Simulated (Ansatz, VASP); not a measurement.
Zn2Cd3S5 in VASP and in Ansatz

```
CELL_PARAMETERS angstrom
0.00000 -4.03486 0.00000
4.03486 0.00000 0.00000
-2.01743 2.01743 14.45895
ATOMIC_POSITIONS crystal
Zn 0.65190 0.15190 0.30380
Zn 0.84810 0.34810 0.69620
Cd 0.44621 0.94621 0.89242
Cd 0.05379 0.55379 0.10758
Cd 0.25000 0.75000 0.50000
S 0.80401 0.80401 0.60801
S 0.39219 0.39219 0.78438
S 0.00000 0.00000 0.00000
S 0.60781 0.60781 0.21562
S 0.19599 0.19599 0.39199
```

Alike in both runs: task single point; functional PBE; k mesh 4 × 4 × 4; occupations gaussian, width 0.1 eV; no spin polarisation.

|  | VASP | Ansatz |
| --- | --- | --- |
| version | VASP 6.6.1 | Ansatz 0.2.0 |
| potentials or method | VASP PAW PBE potentials, release 64 (Zn, Cd, S), cutoff 520 eV | scalar-relativistic, plane waves, PAW |
| valence electrons in the cell | 90 | 114 |

|  | VASP | Ansatz | Ansatz less VASP |
| --- | --- | --- | --- |
| gap on the k mesh at the Fermi level (eV) | 1.28 | 1.28 | -0.004 |
| least direct gap on the mesh (eV) | 1.28 | 1.28 | -0.004 |
| pressure (GPa) | 0.3 | 0.0 | -0.25 |
| traceless stress, the component that is largest in VASP (GPa) | -0.07 | -0.08 | -0.012 |
| rms of the force components (eV/Å) | 0.010 | 0.002 | -0.0085 |

Atom by atom the forces differ by 0.009 eV/Å (rms over components). VASP's potentials hold 90 valence electrons a cell and Ansatz's 114, so a difference there can come from the potentials and not from the codes.
